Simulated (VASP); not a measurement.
Crystal: ZnAg.

```
Zn Ag
1.0
     3.15600    0.00000    0.00000
     0.00000    3.15600    0.00000
     0.00000    0.00000    3.15600
Zn Ag
1 1
Direct
  0.50000 0.50000 0.50000
  0.00000 0.00000 0.00000
```

* Program: VASP 6.6.1
* Task: relaxation of cell and atoms
* Functional: LDA
* Potentials or basis: VASP PAW LDA potentials, release 64 (Zn, Ag)
* Cutoff: 600 eV
* k mesh: 14 × 14 × 14
* Occupations: gaussian, width 0.1 eV
* Spin: no spin polarisation

At the start: pressure -7.9 GPa; volume 15.72 Å³/atom.

Question: Where does the relaxation end?

Answer: Over 3 steps the energy falls by 29.8 meV/atom and the volume is 14.61 Å³/atom (-7.1 %); space group Pm-3m (No. 221, to 0.05 Å).

Step by step:
```csv
step,energy change (eV),largest force (eV/Å),pressure (GPa),volume (Å³)
1,0.0000,0.0000,-7.92,31.43
2,-0.0381,0.0000,6.10,28.03
3,-0.0597,0.0000,-0.02,29.22
```

Final structure:
```cif
data_structure
_symmetry_space_group_name_H-M 'P 1'
_symmetry_Int_Tables_number 1
_cell_length_a 3.0799
_cell_length_b 3.0799
_cell_length_c 3.0799
_cell_angle_alpha 90.000
_cell_angle_beta 90.000
_cell_angle_gamma 90.000
_cell_volume 29.22
loop_
_atom_site_label
_atom_site_type_symbol
_atom_site_fract_x
_atom_site_fract_y
_atom_site_fract_z
_atom_site_occupancy
Zn1 Zn 0.50000 0.50000 0.50000 1
Ag1 Ag 0.00000 0.00000 0.00000 1
```
